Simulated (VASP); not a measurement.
# GaN (rocksalt type) (Fm-3m) in VASP: further runs, part 2 of 3

VASP 6.6.1. Earlier steps stand in the parts before.

## Step 3: Single point, r2SCAN (7.50 Å³/atom)

POSCAR reads:

```
GaN
1.0
    0.0000000000      1.9574529423      1.9574529423
    1.9574529423      0.0000000000      1.9574529423
    1.9574529423      1.9574529423      0.0000000000
Ga N
1 1
Direct
    0.0000000000      0.0000000000      0.0000000000
    0.5000000000      0.5000000000      0.5000000000
```

INCAR.step1 reads:

```
PREC = Accurate
ENCUT = 520
ISMEAR = -1
SIGMA = 0.1
LREAL = False
LASPH = True
NELM = 80
NBANDS = 16
GGA = PE
ALGO = Normal
EDIFF = 1E-4
LWAVE = True
LCHARG = False
```

INCAR.step2 reads:

```
PREC = Accurate
ENCUT = 520
EDIFF = 1E-7
ISMEAR = -1
SIGMA = 0.1
LREAL = False
LASPH = True
NELM = 80
ALGO = Normal
ISIF = 2
LWAVE = False
LCHARG = False
METAGGA = R2SCAN
LMIXTAU = True
NBANDS = 16
ISTART = 1
```

KPOINTS reads:

```
regular mesh
0
Gamma
  15 15 15
```

Potentials or basis: VASP PAW PBE potentials, release 64 (Ga_d, N).

The run is started by

```console
$ cat potpaw_PBE.64/Ga_d/POTCAR potpaw_PBE.64/N/POTCAR > POTCAR
$ cp INCAR.step1 INCAR
$ mpirun -np 1 vasp_std > vasp.out
$ cp INCAR.step2 INCAR
$ mpirun -np 1 vasp_std > vasp.out
```

It took 2.8 min on 1 thread of Intel Xeon 8259CL, shared host; peak memory 0.17 GiB.

Results (log left out):

```
Free energy            : -20.0675 eV
Pressure               : 92.5 GPa
Band gap on the k mesh : 2.89 eV (least direct gap 6.60 eV)
```

Levels at points of the mesh, in eV from the valence-band top:
```tsv
k point	band 6	band 7	band 8	band 9	band 10	band 11	band 12	band 13
(0.00, 0.00, 0.00)	-14.24	-0.86	-0.86	-0.86	5.89	16.94	16.94	16.94
```

Caveat: the cell stands under pressure; the PAW data sets were made with another functional, which shifts forces and pressure a little; an odd mesh through Γ misses points on the zone boundary, where band edges can lie.

## Step 4: Single point, r2SCAN (8.25 Å³/atom)

This run uses another cell than the first one, of 8.25 Å³/atom.

POSCAR reads:

```
GaN
1.0
    0.0000000000      2.0206397493      2.0206397493
    2.0206397493      0.0000000000      2.0206397493
    2.0206397493      2.0206397493      0.0000000000
Ga N
1 1
Direct
    0.0000000000      0.0000000000      0.0000000000
    0.5000000000      0.5000000000      0.5000000000
```

Edit INCAR.step1 of step 3 so:

```diff
@@ -6,3 +6,3 @@
 LASPH = True
-NELM = 80
+NELM = 60
 NBANDS = 16
```

Edit INCAR.step2 of step 3 so:

```diff
@@ -2,3 +2,3 @@
 ENCUT = 520
-EDIFF = 1E-7
+EDIFF = 1E-6
 ISMEAR = -1
@@ -7,3 +7,3 @@
 LASPH = True
-NELM = 80
+NELM = 60
 ALGO = Normal
```

KPOINTS reads:

```
Automatic mesh
0
Gamma
  15 15 15
```

Potentials or basis: VASP PAW PBE potentials, release 64 (Ga_d, N).

The run is started by

```console
$ cat potpaw_PBE.64/Ga_d/POTCAR potpaw_PBE.64/N/POTCAR > POTCAR
$ cp INCAR.step1 INCAR
$ mpirun -np 1 vasp_std > vasp.out
$ cp INCAR.step2 INCAR
$ mpirun -np 1 vasp_std > vasp.out
```

OUTCAR:

```text
PREC = Accurate
   ENCUT = 520
   EDIFF = 1E-6
   ISMEAR = -1
   LREAL = False
   LASPH = True
   NELM = 60
   ISIF = 2
   METAGGA = R2SCAN
   ISTART = 1

 ion  position               nearest neighbor table
   1  0.000  0.000  0.000-   2 2.02   2 2.02   2 2.02   2 2.02   2 2.02   2 2.02
   2  0.500  0.500  0.500-   1 2.02   1 2.02   1 2.02   1 2.02   1 2.02   1 2.02

  LATTYP: Found a face centered cubic cell.
 ALAT       =     4.0412794986

  Lattice vectors:

 A1 = (   0.0000000000,   2.0206397493,   2.0206397493)
 A2 = (   2.0206397493,   0.0000000000,   2.0206397493)
 A3 = (   2.0206397493,   2.0206397493,   0.0000000000)

Analysis of symmetry for initial positions (statically):
=====================================================================
 Subroutine PRICEL returns:
 Original cell was already a primitive cell.

 Routine SETGRP: Setting up the symmetry group for a
 face centered cubic supercell.

 Subroutine GETGRP returns: Found 48 space group operations
 (whereof 48 operations were pure point group operations)
 out of a pool of 48 trial point group operations.

The static configuration has the point symmetry O_h .

Analysis of symmetry for dynamics (positions and initial velocities):
=====================================================================
 Subroutine PRICEL returns:
 Original cell was already a primitive cell.

 Routine SETGRP: Setting up the symmetry group for a
 face centered cubic supercell.

 Subroutine GETGRP returns: Found 48 space group operations
 (whereof 48 operations were pure point group operations)
 out of a pool of 48 trial point group operations.

The dynamic configuration has the point symmetry O_h .

 Subroutine INISYM returns: Found 48 space group operations
 (whereof 48 operations are pure point group operations),
 and found     1 'primitive' translations

----------------------------------------------------------------------------------------

[... 111 lines left out ...]
     AMIX     =   0.40;   BMIX     =  1.00
     AMIX_MAG =   1.60;   BMIX_MAG =  1.00
  volume/ion in A,a.u.               =       8.25        55.68
  Fermi-wavevector in a.u.,A,eV,Ry     =   1.685259  3.184679 38.641899  2.840099
  Thomas-Fermi vector in A             =   2.768135
   LORBIT       =      0    0 simple, 1 ext, 2 COOP (PROOUT), +10 PAW based schemes
   METAGGA = R2SCAN    functional components
   LHFCALC =     F    Hartree Fock is set to
   AEXX    =    0.0000 exact exchange contribution
   IVDW    =     0    specifies the selected vdW correction
   LEPSILON=     F    determine dielectric tensor
   LRPA    =     F    only Hartree local field effects (RPA)
 non-spin polarized calculation
  energy-cutoff  :      520.00
  volume of cell :       16.50
 maximum number of plane-waves:       459
 NGX is ok and might be reduce to    24
   NGX = 11   NGY = 11   NGZ = 11

 number of electron      18.0000005 magnetization

 Free energy of the ion-electron system (eV)
  ---------------------------------------------------
  ext. energy  EPLUGINS =         0.00000000
  ---------------------------------------------------
  free energy    TOTEN  =       -20.69156864 eV

  energy without entropy =      -20.69156776  energy(sigma->0) =      -20.69156820

 E-fermi :  10.6534     XC(G=0): -15.0657

 val. band max:        9.4356735669   @ k =  -0.2000   0.1333   0.0000
 cond. band min:      11.5919948351   @ k =   0.4667   0.4667   0.0000
 fundamental gap:      2.1563212682
 Fermi energy:        10.6534173151

 k-point     1 :       0.0000    0.0000    0.0000
  band No.  band energies     occupation
      1     -10.0743      2.00000
      2      -4.8929      2.00000
      3      -4.8929      2.00000
      4      -4.8929      2.00000
      5      -4.7940      2.00000
      6      -4.7940      2.00000
[... 433 lines left out ...]
      3      -4.9579      2.00000
      4      -4.8422      2.00000
      5      -4.8054      2.00000
      6      -4.7413      2.00000
[... 8 lines left out ...]
     15      31.5158      0.00000
     16      31.9414      0.00000

 [... further k-points ...]

------------------------ aborting loop because EDIFF is reached ----------------------------------------

  FORCE on cell =-STRESS in cart. coord.  units (eV):
  Direction    XX          YY          ZZ          XY          YZ          ZX
  --------------------------------------------------------------------------------------
  -------------------------------------------------------------------------------------
  Total        4.4832444      4.4832444      4.4832444     -0.0000000      0.0000000     -0.0000000
  in kB      435.3177018    435.3177018    435.3177018     -0.0000000      0.0000000     -0.0000000
  external PRESSURE =     435.3177018 kB  Pullay stress =       0.0000000 kB

 VOLUME and BASIS-vectors are now :
 -----------------------------------------------------------------------------
  energy-cutoff  :      520.00
  volume of cell :       16.50
      direct lattice vectors                 reciprocal lattice vectors
     0.000000000  2.020639749  2.020639749    -0.247446384  0.247446384  0.247446384
     2.020639749  0.000000000  2.020639749     0.247446384 -0.247446384  0.247446384
     2.020639749  2.020639749  0.000000000     0.247446384  0.247446384 -0.247446384

 POSITION                                       TOTAL-FORCE (eV/Angst)
 -----------------------------------------------------------------------------------
      0.00000      0.00000      0.00000         0.000000      0.000000     -0.000000
      2.02064      2.02064      2.02064         0.000000     -0.000000      0.000000
 -----------------------------------------------------------------------------------
    total drift:                                0.000000     -0.000000     -0.000000

  FREE ENERGIE OF THE ION-ELECTRON SYSTEM (eV)
  ---------------------------------------------------
  free  energy   TOTEN  =       -20.6915686375 eV

  energy  without entropy=      -20.6915677639  energy(sigma->0) =      -20.69156820
```

OSZICAR.step1:

```text
N       E                     dE             d eps       ncg     rms          rms(c)
DAV:   1     0.704104718662E+02    0.70410E+02   -0.92028E+03  4520   0.221E+03
DAV:   2    -0.899984558997E+01   -0.79410E+02   -0.74330E+02  4320   0.315E+02
DAV:   3    -0.127707158727E+02   -0.37709E+01   -0.37596E+01  4544   0.605E+01
DAV:   4    -0.127998493544E+02   -0.29133E-01   -0.29131E-01  4744   0.549E+00
DAV:   5    -0.128001750577E+02   -0.32570E-03   -0.32570E-03  4688   0.534E-01    0.781E+00
DAV:   6    -0.108210872769E+02    0.19791E+01   -0.40963E+00  5648   0.451E+01    0.247E+00
DAV:   7    -0.108074569460E+02    0.13630E-01   -0.30421E-01  4512   0.540E+00    0.164E+00
DAV:   8    -0.107946045372E+02    0.12852E-01   -0.24231E-02  4904   0.276E+00    0.395E-01
DAV:   9    -0.107929049129E+02    0.16996E-02   -0.64345E-03  5016   0.252E+00    0.934E-02
DAV:  10    -0.107928598506E+02    0.45062E-04   -0.36158E-04  4384   0.244E-01
   1 F= -.10792860E+02 E0= -.10792854E+02  d E =-.116392E-04
```

Wall time 3.1 min (1 thread of Intel Xeon 8259CL, shared host); peak memory 0.17 GiB.

What came out:

```
Free energy            : -20.6916 eV
Pressure               : 43.5 GPa
Band gap on the k mesh : 2.16 eV (least direct gap 5.23 eV)
```

Caveat: the cell stands under pressure; the PAW data sets were made with another functional, which shifts forces and pressure a little; an odd mesh through Γ misses points on the zone boundary, where band edges can lie.

(Continued in part 3 of 3.)
